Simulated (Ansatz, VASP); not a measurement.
**Two plane-wave programs on Ti2Si4W**

INCAR

```
PREC = Accurate ; ENCUT = 600
EDIFF = 1E-6 ; ISMEAR = 1
SIGMA = 0.005 ; LREAL = F
LASPH = T ; NELM = 60
ALGO = Normal ; ISIF = 3
LWAVE = F ; LCHARG = F
GGA = PE ; IBRION = 2
NSW = 60 ; EDIFFG = -0.01
```

The input KPOINTS:

```
Automatic mesh
0
Gamma
  5 5 5
```

The input POSCAR:

```
Ti2Si4W
1.0
   -3.1176660000      3.1176660000      2.5472710000
    3.1176660000     -3.1176660000      2.5472710000
    3.1176660000      3.1176660000     -2.5472710000
W Si Ti
1 4 2
Direct
    0.0000000000      0.0000000000      0.0000000000
    0.3030000000      0.3030000000      0.6060000000
    0.3030000000      0.6970000000      0.0000000000
    0.6970000000      0.6970000000      0.3940000000
    0.6970000000      0.3030000000      0.0000000000
    0.7500000000      0.2500000000      0.5000000000
    0.2500000000      0.7500000000      0.5000000000
```

Input for Ansatz:

```yaml
crystal:
  lattice:
    - [-3.117666, 3.117666, 2.547271]
    - [3.117666, -3.117666, 2.547271]
    - [3.117666, 3.117666, -2.547271]
  atoms:
    - { symbol: W, position: [0.0, 0.0, 0.0] }
    - { symbol: Si, position: [0.303, 0.303, 0.606] }
    - { symbol: Si, position: [0.303, 0.697, 0.0] }
    - { symbol: Si, position: [0.697, 0.697, 0.394] }
    - { symbol: Si, position: [0.697, 0.303, 0.0] }
    - { symbol: Ti, position: [0.75, 0.25, 0.5] }
    - { symbol: Ti, position: [0.25, 0.75, 0.5] }
  symmetry: { tolerance: 0.0003 }
kpoints:
  mp_grid: { grid: [5, 5, 5], shift: [0, 0, 0] }
magnetization:
  spin_polarized: false
scf:
  occupations: { method: cold, width: 0.005 }
hamiltonian:
  pseudopotentials: { kind: paw }
  xc: pbe
basis:
  ecutwfc: 420
output:
  forces: true
  stress: true
  eigenvalues: true
  write_density: true
  write_potential: true
  elf: true
  volumetric_format: npy
relax:
  max_steps: 40
  cell: {}
```

Alike in both runs: task relaxation of cell and atoms; functional PBE; k mesh 5 × 5 × 5; no spin polarisation.

```csv
,VASP,Ansatz
version,VASP 6.6.1,Ansatz 0.2.0
potentials or method,"VASP PAW PBE potentials, release 64 (W_sv, Si, Ti_sv), cutoff 600 eV",PAW plane waves
occupations,"methfessel-paxton of order 1, width 0.005 eV","cold, width 0.005 eV"
valence electrons in the cell,54,54
```

Ansatz gave:

- gap on the k mesh at the Fermi level, each at its own relaxed structure (eV): none
- relaxed volume (Å³/atom): 14.14
- relaxed cell length with the largest relative difference (Å): 5.088

Task: Estimate VASP's values.

Result: gap on the k mesh at the Fermi level, each at its own relaxed structure (eV): none; relaxed volume (Å³/atom): 14.13; relaxed cell length with the largest relative difference (Å): 5.088.

A gap of «none» marks a metal or a gap that the smearing closes.

Spin-orbit coupling is off throughout.
